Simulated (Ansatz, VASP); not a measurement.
**One calculation of GaSb3, two programs**

Contents of INCAR:

```
ALGO = Normal
EDIFF = 1E-7
ENCUT = 520
GGA = PS
ISIF = 2
ISMEAR = 0
LASPH = T
LCHARG = T
LELF = T
LREAL = F
LVHAR = T
LWAVE = F
NBANDS = 22
NELM = 60
PREC = Accurate
SIGMA = 0.15
```

Contents of KPOINTS:

```
k-points
0
Gamma
  10 10 10
```

File POSCAR:

```
GaSb3
1.0
    0.0000000000      3.6466703981      3.7805032017
    3.6466703981      0.0000000000      3.7805032017
    3.6466703981      3.6466703981      0.0000000000
Ga Sb
1 3
Direct
    0.0000000000      0.0000000000      0.0000000000
    0.2500000000      0.2500000000      0.2500000000
    0.7500000000      0.7500000000      0.7500000000
    0.5000000000      0.5000000000      0.5000000000
```

Input for Ansatz:

```yaml
crystal:
  lattice:
    - [0.0, 3.6466703981, 3.7805032017]
    - [3.6466703981, 0.0, 3.7805032017]
    - [3.6466703981, 3.6466703981, 0.0]
  atoms:
    - { symbol: Ga, position: [0.0, 0.0, 0.0] }
    - { symbol: Sb, position: [0.25, 0.25, 0.25] }
    - { symbol: Sb, position: [0.75, 0.75, 0.75] }
    - { symbol: Sb, position: [0.5, 0.5, 0.5] }
basis:
  ecutwfc: 420
kpoints:
  mp_grid: { grid: [10, 10, 10] }
hamiltonian:
  xc: pbesol
  pseudopotentials: { kind: paw, azcp: { folder: soft_1 } }
scf:
  occupations: { method: gaussian, width: 0.15 }
output:
  forces: true
  stress: true
  eigenvalues: true
```

Change from the starting cell: engineering shear strain xz +0.0000, normal strain along z +0.0367.

Alike in both runs: task single point; functional PBEsol; k mesh 10 × 10 × 10; occupations gaussian, width 0.15 eV; no spin polarisation.

|  | VASP | Ansatz |
| --- | --- | --- |
| version | VASP 6.6.1 | Ansatz 0.2.0 |
| potentials or method | VASP PAW PBE potentials, release 64 (Ga_d, Sb), cutoff 520 eV | scalar-relativistic, plane waves, PAW |
| valence electrons in the cell | 28 | 58 |

```tsv
	VASP	Ansatz	Ansatz less VASP
gap on the k mesh at the Fermi level (eV)	none	none	-
pressure (GPa)	-2.0	-2.0	-0.01
traceless stress, the component that is largest in VASP (GPa)	-0.84	-0.84	+0.003
```

VASP's potentials were made for PBE, not for PBEsol, and Ansatz warns of the same on its side. A gap of «none» marks a metal or a gap that the smearing closes. VASP's potentials hold 28 valence electrons a cell and Ansatz's 58, so a difference there can come from the potentials and not from the codes.

Neither program's run includes spin-orbit coupling.
